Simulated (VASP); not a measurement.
# Te2Mo in VASP: single point with LDA

Aim: the single point of Te2Mo with LDA.

Program: VASP 6.6.1. These are calculated values, not measurements. Logs are shortened: lines on timing, memory, paths and dates and some standing lists are left out, and cuts for length are marked.

## 1. The cell of the first run

The cell holds a slab with vacuum, 3 atoms: a = 3.560 Å, b = 3.560 Å, c = 17.524 Å, α = 90.00°, β = 90.00°, γ = 120.00°.

## 2. Single point, LDA (atom 3 (Mo) moved by (-0.100, -0.100) A along x and z)

The input, INCAR:

```
SYSTEM = Te2Mo
  PREC = Accurate
  ENCUT = 520
  EDIFF = 1E-7
  ISMEAR = 0
  SIGMA = 0.05
  LREAL = .FALSE.
  LASPH = .TRUE.
  NELM = 80
  ALGO = Normal
  ISIF = 2
  LWAVE = .FALSE.
  LCHARG = .FALSE.
  GGA = CA
  NBANDS = 20
```

The input, KPOINTS:

```
Automatic mesh
0
G
  12 12 2
  0 0 0
```

The input, POSCAR:

```
Te2Mo
1.0
    3.5602328140      0.0000000000      0.0000000000
   -1.7801164070      3.0832520603      0.0000000000
    0.0000000000      0.0000000000     17.5240578200
Te Mo
2 1
Direct
    0.3333333333      0.6666666667      0.8978554500
    0.3333333333      0.6666666667      0.1021445500
   -0.0280880508      0.0000000000     -0.0057064409
```

Potentials or basis: VASP PAW LDA potentials, release 64 (Te, Mo_sv).

On the command line:

```console
> cat potpaw_LDA.64/Te/POTCAR potpaw_LDA.64/Mo_sv/POTCAR > POTCAR
> mpirun -np 1 vasp_std > vasp.out
```

OUTCAR:

```text
SYSTEM = Te2Mo
   PREC = Accurate
   ENCUT = 520
   EDIFF = 1E-7
   ISMEAR = 0
   LREAL = .FALSE.
   LASPH = .TRUE.
   NELM = 80
   ISIF = 2
   GGA = CA

 ion  position               nearest neighbor table
   1  0.333  0.667  0.898-   3 2.60   3 2.66   3 2.73   2 3.58
   2  0.333  0.667  0.102-   3 2.73   3 2.79   3 2.86   1 3.58
   3  0.972  0.000  0.994-   1 2.60   1 2.66   1 2.73   2 2.73   2 2.79   2 2.86

  LATTYP: Found a hexagonal cell.
 ALAT       =     3.5602328140
 C/A-ratio  =     4.9221662558

  Lattice vectors:

 A1 = (   3.5602328140,   0.0000000000,   0.0000000000)
 A2 = (  -1.7801164070,   3.0832520603,   0.0000000000)
 A3 = (   0.0000000000,   0.0000000000,  17.5240578200)

Analysis of symmetry for initial positions (statically):
=====================================================================
 Subroutine PRICEL returns:
 Original cell was already a primitive cell.

 Routine SETGRP: Setting up the symmetry group for a
 hexagonal supercell.

 Subroutine GETGRP returns: Found  1 space group operations
 (whereof  1 operations were pure point group operations)
 out of a pool of 24 trial point group operations.

The static configuration has the point symmetry C_1 .

Analysis of symmetry for dynamics (positions and initial velocities):
=====================================================================
 Subroutine PRICEL returns:
 Original cell was already a primitive cell.

 Routine SETGRP: Setting up the symmetry group for a
 hexagonal supercell.

 Subroutine GETGRP returns: Found  1 space group operations
 (whereof  1 operations were pure point group operations)
 out of a pool of 24 trial point group operations.

The dynamic configuration has the point symmetry C_1 .

 Subroutine INISYM returns: Found  1 space group operations
 (whereof  1 operations are pure point group operations),
 and found     1 'primitive' translations

----------------------------------------------------------------------------------------

                                     Primitive cell

  volume of cell :     192.3633

  direct lattice vectors                    reciprocal lattice vectors
     3.560232814  0.000000000  0.000000000     0.280880508  0.162166437  0.000000000
    -1.780116407  3.083252060  0.000000000     0.000000000  0.324332873  0.000000000
     0.000000000  0.000000000 17.524057820     0.000000000  0.000000000  0.057064409

  length of vectors
     3.560232814  3.560232814 17.524057820     0.324332873  0.324332873  0.057064409

  position of ions in fractional coordinates (direct lattice)
     0.333333333  0.666666667  0.897855450
     0.333333333  0.666666667  0.102144550
     0.971911949  0.000000000  0.994293559

  ion indices of the primitive-cell ions
   primitive index   ion index
                 1           1
                 2           2
                 3           3

----------------------------------------------------------------------------------------

 KPOINTS: Automatic mesh

Automatic generation of k-mesh.
 Grid dimensions read from file:
 generate k-points for:   12   12    2

 Generating k-lattice:

  Cartesian coordinates                     Fractional coordinates (reciprocal lattice)
     0.023406709  0.013513870  0.000000000     0.083333333  0.000000000  0.000000000
     0.000000000  0.027027739  0.000000000     0.000000000  0.083333333  0.000000000
     0.000000000  0.000000000  0.028532204     0.000000000  0.000000000  0.500000000

  Length of vectors
     0.027027739  0.027027739  0.028532204

  Shift w.r.t. Gamma in fractional coordinates (k-lattice)
     0.000000000  0.000000000  0.000000000

 Subroutine IBZKPT returns following result:
 ===========================================

 Found    148 irreducible k-points:

 Following reciprocal coordinates:
            Coordinates               Weight
  0.000000  0.000000  0.000000      1.000000
  0.083333  0.000000  0.000000      2.000000
  0.000000  0.083333  0.000000      2.000000
 -0.083333  0.083333  0.000000      2.000000
  0.166667  0.000000  0.000000      2.000000
  0.000000  0.166667  0.000000      2.000000
[... 16 lines left out ...]
  0.166667  0.083333  0.000000      2.000000
 -0.083333  0.250000  0.000000      2.000000
 [... further k-points ...]
   k-points           NKPTS =    148   k-points in BZ     NKDIM =    148   number of bands    NBANDS=     20
   number of dos      NEDOS =    301   number of ions     NIONS =      3
   total plane-waves  NPLWV = 109760
   dimension x,y,z NGX =    28 NGY =   28 NGZ =  140
   dimension x,y,z NGXF=    56 NGYF=   56 NGZF=  280
   ions per type =               2   1
   NGX,Y,Z   is equivalent  to a cutoff of  13.07, 13.07, 13.28 a.u.
   NGXF,Y,Z  is equivalent  to a cutoff of  26.15, 26.15, 26.56 a.u.
 SYSTEM =  Te2Mo
   PREC   = accura    normal or accurate (medium, high low for compatibility)
   ISTART =      0    job   : 0-new  1-cont  2-samecut
   ICHARG =      2    charge: 1-file 2-atom 10-const
   ISPIN  =      1    spin polarized calculation?
   LNONCOLLINEAR =      F non collinear calculations
   LSORBIT =      F    spin-orbit coupling
   LASPH  =      T    aspherical Exc in radial PAW
   ENCUT  =  520.0 eV  38.22 Ry    6.18 a.u.   6.62  6.62 32.58*2*pi/ulx,y,z
   NELM   =     80;   NELMIN=  2; NELMDL= -5     # of ELM steps
   EDIFF  = 0.1E-06   stopping-criterion for ELM
   LREAL  =      F    real-space projection
   EDIFFG = 0.1E-05   stopping-criterion for IOM
   NSW    =      0    number of steps for IOM
   IBRION =     -1    ionic relax: 0-MD 1-quasi-New 2-CG
   NFREE  =      0    steps in history (QN), initial steepest desc. (CG)
   ISIF   =      2    stress and relaxation
   ISYM   =      2    0-nonsym 1-usesym 2-fastsym
   POTIM  = 0.5000    time-step for ionic-motion
   TEBEG  =    0.0;   TEEND  =   0.0 temperature during run
   PSTRESS=    0.0 pullay stress
   NELECT =      26.0000    total number of electrons
   NUPDOWN=      -1.0000    fix difference up-down
   EMIN   =  10.00;   EMAX   =-10.00  energy-range for DOS
   EFERMI =   0.00;   METHOD = LEGACY
   ISMEAR =     0;   SIGMA  =   0.05  broadening in eV -4-tet -1-fermi 0-gaus
   EFERMI_NEDOS =   21; number of points for ismear=-14 and -15
   IALGO  =     38    algorithm
   IMIX   =      4    mixing-type and parameters
     AMIX     =   0.40;   BMIX     =  1.00
     AMIX_MAG =   1.60;   BMIX_MAG =  1.00
  volume/ion in A,a.u.               =      64.12       432.71
  Fermi-wavevector in a.u.,A,eV,Ry     =   0.840153  1.587660  9.603777  0.705858
  Thomas-Fermi vector in A             =   1.954489
   LORBIT       =      0    0 simple, 1 ext, 2 COOP (PROOUT), +10 PAW based schemes
   GGA     = CA    functional components
   LHFCALC =     F    Hartree Fock is set to
   AEXX    =    0.0000 exact exchange contribution
   IVDW    =     0    specifies the selected vdW correction
   LEPSILON=     F    determine dielectric tensor
   LRPA    =     F    only Hartree local field effects (RPA)
 non-spin polarized calculation
 Gauss-broadening in eV      SIGMA  =   0.05
  energy-cutoff  :      520.00
  volume of cell :      192.36
 maximum number of plane-waves:      5262
   NGX = 13   NGY = 13   NGZ = 65

 number of electron      26.0000000 magnetization

 Free energy of the ion-electron system (eV)
  ---------------------------------------------------
  ext. energy  EPLUGINS =         0.00000000
  ---------------------------------------------------
  free energy    TOTEN  =       -20.23947563 eV

  energy without entropy =      -20.23947563  energy(sigma->0) =      -20.23947563

 E-fermi :   0.2137     XC(G=0):  -4.8269

 val. band max:       -0.1681289486   @ k =   0.3333   0.3333   0.5000
 cond. band min:       0.8826135238   @ k =   0.3333   0.3333   0.0000
 fundamental gap:      1.0507424725
 Fermi energy:         0.2137476700

 k-point     1 :       0.0000    0.0000    0.0000
  band No.  band energies     occupation
      1     -60.4350      2.00000
      2     -34.7792      2.00000
      3     -34.6829      2.00000
      4     -34.6525      2.00000
      5     -12.6822      2.00000
      6     -11.7032      2.00000
[... 12 lines left out ...]
     19       4.7875      0.00000
     20       5.5659      0.00000

 k-point     2 :       0.0833    0.0000    0.0000
  band No.  band energies     occupation
      1     -60.4345      2.00000
      2     -34.7773      2.00000
      3     -34.6906      2.00000
      4     -34.6548      2.00000
      5     -12.5882      2.00000
      6     -11.6420      2.00000
[... 12 lines left out ...]
     19       4.9091      0.00000
     20       5.7713      0.00000

 k-point     3 :       0.0000    0.0833    0.0000
  band No.  band energies     occupation
      1     -60.4345      2.00000
      2     -34.7774      2.00000
      3     -34.6886      2.00000
      4     -34.6566      2.00000
      5     -12.5893      2.00000
      6     -11.6402      2.00000
[... 12 lines left out ...]
     19       4.9065      0.00000
     20       5.7767      0.00000

 k-point     4 :      -0.0833    0.0833    0.0000
  band No.  band energies     occupation
      1     -60.4345      2.00000
      2     -34.7775      2.00000
      3     -34.6851      2.00000
      4     -34.6599      2.00000
      5     -12.5908      2.00000
      6     -11.6380      2.00000
[... 12 lines left out ...]
     19       4.9028      0.00000
     20       5.7774      0.00000

 k-point     5 :       0.1667    0.0000    0.0000
  band No.  band energies     occupation
      1     -60.4328      2.00000
      2     -34.7724      2.00000
      3     -34.7121      2.00000
      4     -34.6605      2.00000
      5     -12.3154      2.00000
      6     -11.4651      2.00000
[... 12 lines left out ...]
     19       5.2382      0.00000
     20       6.1040      0.00000
[... 353 lines left out ...]
      6     -11.5114      2.00000
[... 12 lines left out ...]
     19       5.1196      0.00000
     20       6.0309      0.00000

 k-point    22 :      -0.1667    0.0833    0.0000
  band No.  band energies     occupation
      1     -60.4334      2.00000
      2     -34.7742      2.00000
      3     -34.6987      2.00000
      4     -34.6648      2.00000
      5     -12.4088      2.00000
      6     -11.5167      2.00000
[... 12 lines left out ...]
     19       5.1287      0.00000
     20       6.0296      0.00000

 k-point    23 :       0.1667    0.0833    0.0000
  band No.  band energies     occupation
      1     -60.4314      2.00000
      2     -34.7681      2.00000
      3     -34.7312      2.00000
      4     -34.6649      2.00000
      5     -12.0567      2.00000
      6     -11.3003      2.00000
[... 12 lines left out ...]
     19       5.5630      0.00000
     20       6.4188      0.00000

 k-point    24 :      -0.0833    0.2500    0.0000
  band No.  band energies     occupation
      1     -60.4315      2.00000
      2     -34.7688      2.00000
      3     -34.7138      2.00000
      4     -34.6806      2.00000
      5     -12.0714      2.00000
      6     -11.2767      2.00000
[... 12 lines left out ...]
     19       5.5287      0.00000
     20       6.4147      0.00000

 [... further k-points ...]

------------------------ aborting loop because EDIFF is reached ----------------------------------------

  FORCE on cell =-STRESS in cart. coord.  units (eV):
  Direction    XX          YY          ZZ          XY          YZ          ZX
  --------------------------------------------------------------------------------------
  -------------------------------------------------------------------------------------
  Total       -2.0398087     -2.0198519     -0.7647068      0.6678803      0.0482342      0.3882623
  in kB      -16.9893953    -16.8231768     -6.3691787      5.5627186      0.4017383      3.2338039
  external PRESSURE =     -13.3939169 kB  Pullay stress =       0.0000000 kB

 VOLUME and BASIS-vectors are now :
 -----------------------------------------------------------------------------
  energy-cutoff  :      520.00
  volume of cell :      192.36
      direct lattice vectors                 reciprocal lattice vectors
     3.560232814  0.000000000  0.000000000     0.280880508  0.162166437  0.000000000
    -1.780116407  3.083252060  0.000000000     0.000000000  0.324332873  0.000000000
     0.000000000  0.000000000 17.524057820     0.000000000  0.000000000  0.057064409

 POSITION                                       TOTAL-FORCE (eV/Angst)
 -----------------------------------------------------------------------------------
     -0.00000      2.05550     15.73407        -0.832379     -0.040471     -0.901551
     -0.00000      2.05550      1.78999        -0.538909     -0.010694     -1.203910
      3.46023      0.00000     17.42406         1.371288      0.051165      2.105461
 -----------------------------------------------------------------------------------
    total drift:                                0.000193      0.000004     -0.000070

  FREE ENERGIE OF THE ION-ELECTRON SYSTEM (eV)
  ---------------------------------------------------
  free  energy   TOTEN  =       -20.2394756345 eV

  energy  without entropy=      -20.2394756345  energy(sigma->0) =      -20.23947563
```

Run time: 14 min. Hardware: 1 thread of Intel Xeon Platinum 8259CL at 2.50GHz (Skylake/Cascade Lake), shared host; peak memory 0.66 GiB.

Results:

```yaml
Free_energy: -20.2395 eV
Largest_force: 2.513 eV/Å
Band_gap_on_the_k_mesh: 1.05 eV
```

Forces on the atoms (eV/Å):
```
Te  -0.832 -0.040 -0.902
Te  -0.539 -0.011 -1.204
Mo   1.371  0.051  2.105
```

Caveat: the cell differs from its parent crystal (atom 3 (Mo) moved by (-0.100, -0.100) A along x and z); spin-orbit coupling is left out, which moves the levels of the heavy elements.
